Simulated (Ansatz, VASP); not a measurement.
**SiNi in VASP and in Ansatz**

```
Si Ni
1.0
     4.39921    0.00000    0.00000
     0.00000    2.58420    0.00000
     0.00000    0.00000    4.04492
Si Ni
2 2
Direct
  0.75000 0.00000 0.69100
  0.25000 0.00000 0.30900
  0.75000 0.50000 0.17957
  0.25000 0.50000 0.82043
```

Alike in both runs: functional PBE; k mesh 4 × 6 × 4; occupations gaussian, width 0.1 eV; no spin polarisation.

Ansatz relaxed the structure, and its values are those at the end. VASP's run is a single point on that final structure, the one shown.

|  | VASP | Ansatz |
| --- | --- | --- |
| version | VASP 6.6.1 | Ansatz 0.2.0 |
| potentials or method | VASP PAW PBE potentials, release 64 (Si, Ni), cutoff 520 eV | scalar-relativistic, plane waves, PAW |
| valence electrons in the cell | 28 | 44 |

```csv
,VASP,Ansatz,Ansatz less VASP
gap on the k mesh at the Fermi level (eV),none,none,-
pressure (GPa),0.2,0.1,-0.05
rms of the force components (eV/Å),0.014,0.009,-0.0052
```

A gap of «none» marks a metal or a gap that the smearing closes. The functional is the same, so the differences come from potentials, cutoffs and numerics. VASP's potentials hold 28 valence electrons a cell and Ansatz's 44, so a difference there can come from the potentials and not from the codes.

The k mesh is coarse, so the values compare programs but aren't converged.
